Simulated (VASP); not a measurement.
# Pt (P-1) in VASP: further runs, part 2 of 2

VASP 6.6.1. Earlier steps stand in the parts before.

## (3) Single point, PBEsol (engineering shear strain xz -0.2250, engineering shear strain yz -0.0750)

Contents of INCAR:

```
PREC     = Accurate       # precision mode
ENCUT    = 520            # plane-wave cutoff, eV
EDIFF    = 1E-6           # SCF threshold, eV
ISMEAR   = 0              # smearing method
SIGMA    = 0.15           # smearing width, eV
LREAL    = F              # projectors in reciprocal space
LASPH    = T              # aspherical terms in the spheres
NELM     = 80             # most SCF steps
ALGO     = Fast           # electronic algorithm
ISIF     = 2              # what is computed and relaxed
LWAVE    = F              # write WAVECAR
LCHARG   = T              # write CHGCAR
GGA      = PS             # functional
LELF     = T              # ELF
LVHAR    = T            
NBANDS   = 11             # bands
```

Contents of KPOINTS:

```
Automatic mesh
0
Gamma
  20 20 20
```

Contents of POSCAR:

```
Pt
1.0
   -1.7359920436      1.5019257007      1.6774754579
    1.3848925292     -1.6189588721      1.4434091149
    1.7359920436      1.6189588721     -1.7945086294
Pt
1
Direct
    0.0000000000      0.0000000000      0.0000000000
```

Potentials or basis: VASP PAW PBE potentials, release 64 (Pt).

Launch:

```
$ cat potpaw_PBE.64/Pt/POTCAR > POTCAR
$ mpirun -np 1 vasp_std > vasp.out
```

OUTCAR:

```text
PREC = Accurate
   ENCUT = 520
   EDIFF = 1E-6
   ISMEAR = 0
   LREAL = F
   LASPH = T
   NELM = 80
   ISIF = 2
   GGA = PS

 ion  position               nearest neighbor table
   1  0.000  0.000  0.000-

  LATTYP: Found a triclinic cell.
 ALAT       =     4.8486051825
 B/A-ratio  =     1.0128323762
 C/A-ratio  =     1.0260721620
 COS(alpha) =     0.0031457028
 COS(beta)  =     0.5954164865
 COS(gamma) =     0.7952650011

  Lattice vectors:

 A1 = (  -4.5057771020,  -1.5019257007,  -0.9752764289)
 A2 = (  -4.5057771020,   1.6189588721,  -1.0923096004)
 A3 = (  -1.3848925292,  -4.6228102735,  -1.2093427719)

Analysis of symmetry for initial positions (statically):
=====================================================================
 Subroutine PRICEL returns:
 Original cell was already a primitive cell.

 Routine SETGRP: Setting up the symmetry group for a
 triclinic supercell.

 Subroutine GETGRP returns: Found  2 space group operations
 (whereof  2 operations were pure point group operations)
 out of a pool of  2 trial point group operations.

The static configuration has the point symmetry S_2 .

Analysis of symmetry for dynamics (positions and initial velocities):
=====================================================================
 Subroutine PRICEL returns:
 Original cell was already a primitive cell.

 Routine SETGRP: Setting up the symmetry group for a
 triclinic supercell.

 Subroutine GETGRP returns: Found  2 space group operations
 (whereof  2 operations were pure point group operations)
 out of a pool of  2 trial point group operations.

The dynamic configuration has the point symmetry S_2 .

 Subroutine INISYM returns: Found  2 space group operations
 (whereof  2 operations are pure point group operations),
 and found     1 'primitive' translations
[... 115 lines left out ...]
  Fermi-wavevector in a.u.,A,eV,Ry     =   1.430619  2.703478 27.846647  2.046671
  Thomas-Fermi vector in A             =   2.550445
   LORBIT       =      0    0 simple, 1 ext, 2 COOP (PROOUT), +10 PAW based schemes
   GGA     = PS    functional components
   LHFCALC =     F    Hartree Fock is set to
   AEXX    =    0.0000 exact exchange contribution
   IVDW    =     0    specifies the selected vdW correction
   LEPSILON=     F    determine dielectric tensor
   LRPA    =     F    only Hartree local field effects (RPA)
 non-spin polarized calculation
 RMM-DIIS sequential band-by-band and
 Gauss-broadening in eV      SIGMA  =   0.15
  energy-cutoff  :      520.00
  volume of cell :       14.98
 maximum number of plane-waves:       417
 NGX is ok and might be reduce to    24
   NGX = 11   NGY =  9   NGZ = 11

 number of electron      10.0000000 magnetization

 Free energy of the ion-electron system (eV)
  ---------------------------------------------------
  ext. energy  EPLUGINS =         0.00000000
  ---------------------------------------------------
  free energy    TOTEN  =        -6.37801508 eV

  energy without entropy =       -6.36045366  energy(sigma->0) =       -6.36923437

 E-fermi :  11.0122     XC(G=0): -13.6139

 val. band max:       11.0118017486   @ k =   0.2500   0.3500   0.3500
 cond. band min:      11.0121679518   @ k =  -0.2000   0.4500   0.5000
 fundamental gap:      0.0003662032
 Fermi energy:        11.0121672557

 k-point     1 :       0.0000    0.0000    0.0000
  band No.  band energies     occupation
      1       0.8649      2.00000
      2       5.2274      2.00000
      3       6.5587      2.00000
      4       8.8204      2.00000
      5      10.2846      2.00000
      6      10.9014      1.70373
      7      25.5978      0.00000
      8      28.2202      0.00000
      9      30.0189      0.00000
     10      36.9639      0.00000
     11      37.7570      0.00000
[... 309 lines left out ...]
 k-point    24 :      -0.4000    0.0500   -0.0000
  band No.  band energies     occupation
      1       4.1224      2.00000
      2       5.8642      2.00000
      3       8.9062      2.00000
      4       9.6329      2.00000
      5      10.0366      2.00000
      6      11.0921      0.45134
      7      21.9603      0.00000
      8      24.0637      0.00000
      9      29.7593      0.00000
     10      33.1990      0.00000
     11      35.8327      0.00000

 [... further k-points ...]

------------------------ aborting loop because EDIFF is reached ----------------------------------------

  FORCE on cell =-STRESS in cart. coord.  units (eV):
  Direction    XX          YY          ZZ          XY          YZ          ZX
  --------------------------------------------------------------------------------------
  -------------------------------------------------------------------------------------
  Total        1.6608706      2.9348844      1.5476022      1.3255352      1.2572320      3.5183491
  in kB      177.5799249    313.7972026    165.4692898    141.7259404    134.4229763    376.1811241
  external PRESSURE =     218.9488058 kB  Pullay stress =       0.0000000 kB

 VOLUME and BASIS-vectors are now :
 -----------------------------------------------------------------------------
  energy-cutoff  :      520.00
  volume of cell :       14.98
      direct lattice vectors                 reciprocal lattice vectors
    -1.735992044  1.501925701  1.677475458     0.037932681  0.333066202  0.337179385
     1.384892529 -1.618958872  1.443409115     0.361096778  0.013558267  0.361553798
     1.735992044  1.618958872 -1.794508629     0.325906218  0.322250056  0.048748827

 POSITION                                       TOTAL-FORCE (eV/Angst)
 -----------------------------------------------------------------------------------
      0.00000      0.00000      0.00000        -0.000000     -0.000000      0.000000
 -----------------------------------------------------------------------------------
    total drift:                                0.000000     -0.000000      0.000000

  FREE ENERGIE OF THE ION-ELECTRON SYSTEM (eV)
  ---------------------------------------------------
  free  energy   TOTEN  =        -6.3780150806 eV

  energy  without entropy=       -6.3604536586  energy(sigma->0) =       -6.36923437
```

Wall time 3.2 min (1 thread of Intel Xeon 6975P-C (Granite Rapids), shared host); peak memory 0.73 GiB.

What came out:

```yaml
Free_energy: -6.3780 eV
Pressure: 21.9 GPa
Band_gap_on_the_k_mesh: zero (bands 5 and 6 overlap by 4.11 eV)
```

Caveat: the cell differs from its parent crystal (engineering shear strain xz -0.2250, engineering shear strain yz -0.0750); the cell stands under pressure; the PAW data sets were made with another functional, which shifts forces and pressure a little; spin-orbit coupling is left out, which moves the levels of the heavy elements.
